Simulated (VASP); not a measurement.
Runs of VASP 6.6.1 on AlB2P3. The structure is that of space group P3m1 (No. 156), or close to it. The cells are those of the table. 

```tsv
task	level	cell	cutoff (eV)	smearing	gap on the mesh (eV)	pressure (GPa)	largest force (eV/Å)
single point	PBE	a = 3.415, b = 3.415, c = 8.650 Å, angles 90.0, 90.0, 120.0°, 6 atoms	520	fermi-dirac 0.02 eV	0.21	-0.2	0.01
single point	r2SCAN	a = 3.408, b = 3.408, c = 8.615 Å, angles 90.0, 90.0, 120.0°, 6 atoms	520	gaussian 0.01 eV	0.51	-0.4	0.03
single point	PBE	a = 3.408, b = 3.408, c = 8.615 Å, angles 90.0, 90.0, 120.0°, 6 atoms	520	fermi-dirac 0.02 eV	(a)	1.0	(b)
relaxation of cell and atoms	PBE	relaxed from a = 3.277, b = 3.277, c = 8.028 Å, angles 90.0, 90.0, 120.0°, 6 atoms	600	fermi-dirac 0.02 eV	0.21	0.0	-
single point	r2SCAN	a = 3.408, b = 3.408, c = 8.615 Å, angles 90.0, 90.0, 120.0°, 6 atoms	520	fermi-dirac 0.02 eV	0.51	-0.4	0.03
```

Alike in all rows: potentials or basis VASP PAW PBE potentials, release 64 (B, Al, P); no spin polarisation; k mesh 12 × 12 × 4.

Estimate the missing entries.

(a) 0.25; (b) 0.20.

Caveats: the PAW data sets were made with another functional, which shifts forces and pressure a little (some runs).

A k mesh can miss the band edges.
